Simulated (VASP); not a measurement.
A run of VASP 6.6.1 is set up as follows.

File INCAR:

```
ALGO = Normal
EDIFF = 1E-6
ENCUT = 400
GGA = CA
GGA_COMPAT = F
ISIF = 2
ISMEAR = 0
LASPH = T
LCHARG = T
LELF = T
LREAL = F
LVHAR = T
LWAVE = F
NBANDS = 146
NELM = 120
PREC = Accurate
SIGMA = 0.1
```

Contents of KPOINTS:

```
k-points
0
Gamma
  3 3 3
```

POSCAR

```
Nb20H
1.0
   -4.8714952684     -4.8714952684      1.6238317561
   -4.8714952684      1.6238317561     -4.8714952684
    1.6238317561     -4.8714952684     -4.8714952684
Nb H
20 1
Direct
    0.8016168517      0.7871838601      0.7871838601
    0.4018918201      0.8996193383      0.8996193383
    0.9008448347      0.3981278834      0.8994900146
    0.9008448347      0.8994900146      0.3981278834
    0.5977338455      0.5962989678      0.5962989678
    0.1998631932      0.6977402035      0.6977402035
    0.7014256531      0.1976665678      0.7016844545
    0.3006662471      0.3000479564      0.8019786502
    0.7014256531      0.7016844545      0.1976665678
    0.3006662471      0.8019786502      0.3000479564
    0.8011403861      0.3020899167      0.3020899167
    0.4003683248      0.4025030903      0.4025030903
   -0.0007102337      0.4978988414      0.4978988414
    0.4992539387      0.0003959154      0.5027071905
    0.1007831934      0.0984650654      0.6013566038
    0.4992539387      0.5027071905      0.0003959154
    0.1007831934      0.6013566038      0.0984650654
    0.5912715996      0.1112535823      0.1112535823
    0.2002109509      0.2048953956      0.2048953956
    0.0090982948      0.0020524602      0.0020524602
    0.7646591744      0.9598924544     -0.0401075418
```

Potentials or basis: VASP PAW LDA potentials, release 64 (Nb_sv, H).

The run is started by

```bash
$ cat potpaw_LDA.64/Nb_sv/POTCAR potpaw_LDA.64/H/POTCAR > POTCAR
$ mpirun -np 1 vasp_std > vasp.out
```

Question: Estimate the band gap on the k mesh.

Answer: Zero (an odd number of electrons rules out a gap without spin polarisation).

Question: What does it give for the largest force?

Answer: 0.030 eV/Å.

Question: Estimate the pressure.

Answer: 0.9 GPa.

Forces in eV/Å, atoms in the order of the input:
```
Nb   0.000  0.000  0.007
Nb  -0.006 -0.006 -0.010
Nb   0.007 -0.008  0.013
Nb  -0.008  0.007  0.013
Nb  -0.006 -0.006 -0.011
Nb   0.003  0.003 -0.001
Nb   0.014 -0.001 -0.004
Nb   0.012 -0.005  0.002
Nb  -0.001  0.014 -0.004
Nb  -0.005  0.012  0.002
Nb   0.001  0.001  0.000
Nb  -0.014 -0.014 -0.022
Nb   0.008  0.008  0.021
Nb  -0.002 -0.007 -0.012
Nb  -0.002 -0.001  0.005
Nb  -0.007 -0.002 -0.012
Nb  -0.001 -0.002  0.005
Nb  -0.011 -0.011 -0.015
Nb   0.000  0.000  0.011
Nb   0.008  0.008  0.010
H    0.010  0.010  0.003
```
